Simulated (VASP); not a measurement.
Runs of VASP 6.6.1 on C. The structure is that of space group P6_3/mmc (No. 194), or close to it. The cells are those of the table. 

| task | cell | k mesh | cutoff (eV) | gap on the mesh (eV) | pressure (GPa) |
| --- | --- | --- | --- | --- | --- |
| single point | a = 2.382, b = 2.382, c = 7.004 Å, angles 90.0, 90.0, 120.0°, 4 atoms | 24 × 24 × 8 | 520 | none | 29.2 |
| single point | a = 2.382, b = 2.382, c = 7.163 Å, angles 90.0, 90.0, 120.0°, 4 atoms | 24 × 24 × 8 | 520 | none | 28.5 |
| relaxation of cell and atoms | relaxed to 5 GPa from a = 2.389, b = 2.389, c = 6.468 Å, angles 90.0, 90.0, 120.0°, 4 atoms | 18 × 18 × 6 | 600 | none | 5.0 |
| single point | a = 2.456, b = 2.456, c = 7.036 Å, angles 90.0, 90.0, 120.0°, 4 atoms | 18 × 18 × 6 | 520 | none | (a) |
| relaxation of cell and atoms | relaxed to 2 GPa from a = 2.440, b = 2.440, c = 6.992 Å, angles 90.0, 90.0, 120.0°, 4 atoms | 18 × 18 × 6 | 600 | none | 2.0 |

Alike in all rows: level r2SCAN; potentials or basis VASP PAW PBE potentials, release 64 (C); no spin polarisation; smearing gaussian 0.1 eV.

**Question.** Estimate the missing entries.

**Answer.** (a) 0.7.

Caveats: the PAW data sets were made with another functional, which shifts forces and pressure a little; the cell stands under pressure (at least some runs); the cell is relaxed towards a set pressure, so the run minimises the enthalpy, not the energy (at least some runs).

A gap of «none» marks levels without a gap at the run's occupations.
